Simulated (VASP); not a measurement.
Set up this calculation in VASP 6.6.1, as the native input.

```yaml
Task: single point
Functional: LDA
Potentials_or_basis: VASP PAW LDA potentials, release 64 (Pb_d)
Cutoff: 520 eV
k_mesh: 17 × 17 × 17
Occupations: fermi-dirac, width 0.05 eV
Spin: no spin polarisation
Dipole_correction: no
Further_INCAR_settings: ALGO = Normal; EDIFF = 1e-07; NBANDS = 13
```

The structure of Pb lies in POSCAR:

```
Pb
1.0
   -1.6257185464      1.6257185464      1.6257185464
    1.6257185464     -1.6257185464      1.6257185464
    1.6257185464      1.6257185464     -1.6257185464
Pb
1
Direct
    0.0000000000      0.0000000000      0.0000000000
```

The input as run:

INCAR

```
PREC = Accurate
ENCUT = 520
EDIFF = 1E-7
ISMEAR = -1
SIGMA = 0.05
LREAL = False
LASPH = True
NELM = 60
ALGO = Normal
ISIF = 2
LWAVE = False
LCHARG = False
NBANDS = 13
```

KPOINTS

```
Automatic mesh
0
Gamma
  17 17 17
```

Potentials or basis: VASP PAW LDA potentials, release 64 (Pb_d).

The run is started by

```sh
$ cat potpaw_LDA.64/Pb_d/POTCAR > POTCAR
$ mpirun -np 1 vasp_std > vasp.out
```

Results of the run:

| Item | Value |
| --- | --- |
| Pressure | 97.9 GPa |
| Band gap on the k mesh | zero (band 7 reaches 26.76 eV, above the bottom of band 8 at 11.94 eV) |

Caveat: spin-orbit coupling is left out, which moves the levels of the heavy elements.

It took 16 s on 1 thread of Intel Xeon 6975P-C, with other jobs on the host, peak memory 0.16 GiB.
